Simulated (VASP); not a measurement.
A run of VASP 6.6.1 is set up as follows.

INCAR

```
PREC = Accurate
ENCUT = 520
EDIFF = 1E-6
ISMEAR = -1
SIGMA = 0.05
LREAL = False
LASPH = True
NELM = 150
ALGO = Normal
ISIF = 2
LWAVE = False
LCHARG = False
ISPIN = 2
MAGMOM = 1.7 1.7
LORBIT = 11
LMAXMIX = 4
GGA = PE
NBANDS = 20
```

Contents of KPOINTS:

```
Automatic mesh
0
Gamma
  17 17 10
```

POSCAR

```
Co
1.0
    2.3908406803      0.0000000000      0.0000000000
   -1.1954203401      2.0705287655      0.0000000000
    0.0000000000      0.0000000000      3.8639856639
Co
2
Direct
    0.3333333333      0.6666666667      0.2500000000
    0.6666666667      0.3333333333      0.7500000000
```

Potentials or basis: VASP PAW PBE potentials, release 64 (Co).

The run is started by

```console
$ cat potpaw_PBE.64/Co/POTCAR > POTCAR
$ mpirun -np 1 vasp_std > vasp.out
```

(1) Estimate the pressure.

(2) What does it give for the site moments?

(3) What does it give for the net moment?

Answers

(1) 35.0 GPa.

(2) Co +1.50 μB.

(3) 3.00 μB per cell.

Caveat: the cell stands under pressure.
